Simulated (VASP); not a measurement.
Runs of VASP 6.6.1 on AlN. The structure is cubic, space group F-43m (No. 216). The conventional cell has a = 4.378 Å, b = 4.378 Å, c = 4.378 Å, α = 90.00°, β = 90.00°, γ = 90.00°. Al (site symmetry -43m) has 4 N at 1.90 Å within 2.5 Å. N (site symmetry -43m) has 4 Al at 1.90 Å within 2.5 Å. 

| level | potentials or basis | cutoff (eV) | grid for exact exchange (PRECFOCK) | screening parameter | gap on the mesh (eV) | pressure (GPa) |
| --- | --- | --- | --- | --- | --- | --- |
| r2SCAN | VASP PAW PBE potentials, release 64 (Al, N) | 520 | - | - | 4.12 | -1.5 |
| HSE06 | VASP PAW PBE potentials, release 64 (Al, N) | 520 | Normal | 0.2079 1/Å | (a) | -1.9 |
| PBE | VASP PAW PBE potentials, release 64 (Al, N) | 600 | - | - | 3.50 | (c) |
| LDA | VASP PAW LDA potentials, release 64 (Al, N) | 600 | - | - | 3.40 | (b) |

Alike in all rows: task single point; no spin polarisation; cell as given; k mesh 9 × 9 × 9; smearing fermi-dirac 0.05 eV.

**Question.** Fill in the values left out.

**Answer.** (a) 4.74; (b) -4.4; (c) 3.1.

Caveats: the PAW data sets were made with another functional, which shifts forces and pressure a little (some runs).

A k mesh can miss the band edges.
